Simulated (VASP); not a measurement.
Here is a VASP 6.6.1 calculation.

INCAR

```
ALGO = Normal
EDIFF = 1E-7
ENCUT = 520
ISIF = 2
ISMEAR = -1
LASPH = True
LCHARG = True
LELF = True
LREAL = False
LVHAR = True
LWAVE = False
NBANDS = 15
NELM = 100
PREC = Accurate
SIGMA = 0.05
```

File KPOINTS:

```
k-points
0
Gamma
  11 11 11
```

Contents of POSCAR:

```
TePt
1.0
    0.0000000000      2.4625165171      2.4625165171
    2.4625165171      0.0000000000      2.4625165171
    2.4625165171      2.4625165171      0.0000000000
Pt Te
1 1
Direct
    0.0000000000      0.0000000000      0.0000000000
    0.2500000000      0.2500000000      0.2500000000
```

Potentials or basis: VASP PAW LDA potentials, release 64 (Pt, Te).

Command:

```console
$ cat potpaw_LDA.64/Pt/POTCAR potpaw_LDA.64/Te/POTCAR > POTCAR
$ mpirun -np 1 vasp_std > vasp.out
```

(1) Predict the band gap on the k mesh.

(2) What does it give for the pressure?

Results:

(1) zero (band 8 reaches 21.55 eV, above the bottom of band 9 at 13.39 eV).

(2) 220.4 GPa.

Caveat: spin-orbit coupling is left out, which moves the levels of the heavy elements.
